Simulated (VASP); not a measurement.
SiC, 6 atoms in the cell. The structure is hexagonal, space group P6/mmm (No. 191). The conventional cell has a = 3.698 Å, b = 3.698 Å, c = 7.884 Å, α = 90.00°, β = 90.00°, γ = 120.00°. Si (site symmetry mmm) has 2 C at 1.85 Å and 4 Si at 1.85 Å within 2.5 Å. Within 2.5 Å of C (site symmetry 6/mmm) lie 6 Si at 1.85 Å. Within 2.7 Å of C (site symmetry 6mm) lie 1 C at 2.06 Å. 

* Program: VASP 6.6.1
* Task: single point
* Functional: PBE
* Potentials or basis: VASP PAW PBE potentials, release 64 (Si, C)
* Cutoff: 520 eV
* k mesh: 6 × 6 × 2
* Occupations: gaussian, width 0.1 eV
* Spin: collinear spin, ferromagnetic start
* Starting moments: [0.0, 0.0, 0.0, 1.0, 1.0, 1.0] μB
* Dipole correction: no
* Further INCAR settings: ALGO = Normal; EDIFF = 1e-06; NBANDS = 25

Potentials or basis: VASP PAW PBE potentials, release 64 (Si, C).

Command:

```sh
$ cat potpaw_PBE.64/Si/POTCAR potpaw_PBE.64/C/POTCAR > POTCAR
$ mpirun -np 1 vasp_std > vasp.out
```

Hardware: 1 thread of Intel(R) Xeon(R) Platinum 8488C (Sapphire Rapids), on a shared host.

Estimate the wall time of this run.

Run time: 58 s on 1 thread of Intel(R) Xeon(R) Platinum 8488C (Sapphire Rapids), with other jobs on the host, peak memory 0.25 GiB. Counts: scf iterations 17, k points 14.
